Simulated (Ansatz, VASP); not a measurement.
# AlGa3N4: VASP beside Ansatz

```
Al Ga N
1.0
     5.06106    0.00000   -0.00010
     0.00000    3.11590    0.00000
    -0.00376    0.00000    5.39239
Al Ga N
1 3 4
Direct
  0.00084 0.50000 0.66745
  0.49906 0.50000 0.33504
  0.49893 0.00000 0.83140
  0.99979 0.00000 0.16610
  0.11956 0.50000 0.34011
  0.11761 0.00000 0.82636
  0.62034 0.00000 0.16616
  0.63147 0.50000 0.66738
```

Alike in both runs: task single point; functional PBEsol; k mesh 6 × 8 × 6; occupations gaussian, width 0.02 eV; no spin polarisation.

|  | VASP | Ansatz |
| --- | --- | --- |
| version | VASP 6.6.1 | Ansatz 0.2.0 |
| potentials or method | VASP PAW PBE potentials, release 64 (Al, Ga_d, N), cutoff 520 eV | scalar-relativistic, plane waves, PAW |
| valence electrons in the cell | 62 | 62 |

|  | VASP | Ansatz | Ansatz less VASP |
| --- | --- | --- | --- |
| gap on the k mesh at the Fermi level (eV) | 2.71 | 2.69 | -0.020 |
| least direct gap on the mesh (eV) | 2.71 | 2.69 | -0.020 |
| pressure (GPa) | 9.9 | 10.1 | +0.14 |
| rms of the force components (eV/Å) | 0.005 | 0.003 | -0.0026 |

VASP's potentials were made for PBE, not for PBEsol. Atom by atom the forces differ by 0.006 eV/Å (rms over components).
